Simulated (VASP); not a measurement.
Input of a VASP 6.6.1 run:

File INCAR:

```
SYSTEM = Cu
PREC     = Accurate       ! precision mode
ENCUT    = 520            ! plane-wave cutoff, eV
EDIFF    = 1E-6           ! SCF threshold, eV
ISMEAR   = -1             ! smearing method
SIGMA    = 0.08           ! smearing width, eV
LREAL    = .FALSE.        ! projectors in reciprocal space
LASPH    = .TRUE.         ! aspherical terms in the spheres
NELM     = 80             ! most SCF steps
ALGO     = Normal         ! electronic algorithm
ISIF     = 2              ! what is computed and relaxed
LWAVE    = .FALSE.        ! write WAVECAR
LCHARG   = .TRUE.         ! write CHGCAR
GGA      = PS             ! functional
LELF     = .TRUE.         ! ELF
LVHAR    = .TRUE.       
NBANDS   = 30             ! bands
```

Contents of KPOINTS:

```
Automatic mesh
0
G
  5 5 9
  0 0 0
```

The input POSCAR:

```
Cu
1.0
    0.0000000000      3.6150000000      3.6150000000
    3.6150000000      0.0000000000      3.6150000000
    1.8075000000      1.8075000000      0.0000000000
Cu
4
Direct
   -0.0061850622      0.0002603043      0.0104387275
    0.0078013831      0.5045067773     -0.0125200553
    0.4993092669     -0.0057510373     -0.0081128631
    0.4990742739      0.5009838174      0.0101944675
```

Potentials or basis: VASP PAW PBE potentials, release 64 (Cu).

Launch:

```bash
$ cat potpaw_PBE.64/Cu/POTCAR > POTCAR
$ mpirun -np 1 vasp_std > vasp.out
```

Question: Estimate the band gap on the k mesh.

Answer: Zero (band 22 reaches 10.60 eV, above the bottom of band 23 at 5.98 eV).

Question: What does it give for the largest force?

Answer: 0.334 eV/Å.

Question: What does it give for the pressure?

Answer: -5.5 GPa.

Forces on the atoms (eV/Å):
```
Cu  -0.046 -0.097  0.215
Cu   0.048  0.051 -0.327
Cu   0.226  0.020  0.060
Cu  -0.228  0.026  0.051
```

Caveat: the PAW data sets were made with another functional, which shifts forces and pressure a little.
